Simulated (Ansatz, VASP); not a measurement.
One calculation of TiPt3, two programs

File INCAR:

```
  PREC = Accurate
  ENCUT = 500
  EDIFF = 1E-6
  ISMEAR = -1
  SIGMA = 0.05
  LREAL = False
  LASPH = True
  NELM = 120
  ALGO = Normal
  ISIF = 2
  LWAVE = False
  LCHARG = True
  GGA = PS
  LELF = True
  LVHAR = True
  NBANDS = 29
  GGA_COMPAT = False
```

Contents of KPOINTS:

```
Automatic mesh
0
Gamma
  9 9 9
```

Contents of POSCAR:

```
TiPt3
1.0
    3.8443313815      0.0000000000      0.0000000000
    0.0000000000      3.8443313815      0.0000000000
    0.0000000000      0.0000000000      3.8443313815
Ti Pt
1 3
Direct
    0.0000000000      0.0000000000      0.0000000000
    0.0000000000      0.5000000000      0.5000000000
    0.5000000000      0.0000000000      0.5000000000
    0.5000000000      0.5000000000      0.0000000000
```

Input for Ansatz:

```yaml
crystal:
  lattice:
    - [3.8443313815, 0.0, 0.0]
    - [0.0, 3.8443313815, 0.0]
    - [0.0, 0.0, 3.8443313815]
  atoms:
    - { symbol: Ti, position: [0.0, 0.0, 0.0] }
    - { symbol: Pt, position: [0.0, 0.5, 0.5] }
    - { symbol: Pt, position: [0.5, 0.0, 0.5] }
    - { symbol: Pt, position: [0.5, 0.5, 0.0] }
kpoints:
  mp_grid: { grid: [9, 9, 9] }
  band_path:
    path:
      - [0.0, 0.0, 0.0]
      - [0.0, 0.5, 0.0]
      - [0.5, 0.5, 0.0]
      - [0.0, 0.0, 0.0]
      - [0.5, 0.5, 0.5]
      - [0.0, 0.5, 0.0]
      - [0.5, 0.5, 0.5]
      - [0.5, 0.5, 0.0]
    npoints: 5
scf:
  occupations: { method: fermi_dirac, width: 0.05 }
hamiltonian:
  xc: pbesol
  pseudopotentials: { kind: all_electron, lapw: { basis_error: 0.0005 } }
output:
  forces: true
  stress: true
  eigenvalues: true
```

Change from the starting cell: volume scaled by 0.96.

Alike in both runs: task single point; functional PBEsol; k mesh 9 × 9 × 9; occupations fermi-dirac, width 0.05 eV; no spin polarisation.

|  | VASP | Ansatz |
| --- | --- | --- |
| version | VASP 6.6.1 | Ansatz 0.2.0 |
| potentials or method | VASP PAW PBE potentials, release 64 (Ti_sv, Pt), cutoff 500 eV | all-electron LAPW, scalar-relativistic |

VASP gave:

```
pressure (GPa) : 12.4
```

Question: Which values does Ansatz return?

Answer: Pressure (GPa): 12.6.

VASP's potentials were made for PBE, not for PBEsol. Ansatz ran all-electron here, and VASP with PAW potentials.

Neither program's run includes spin-orbit coupling.
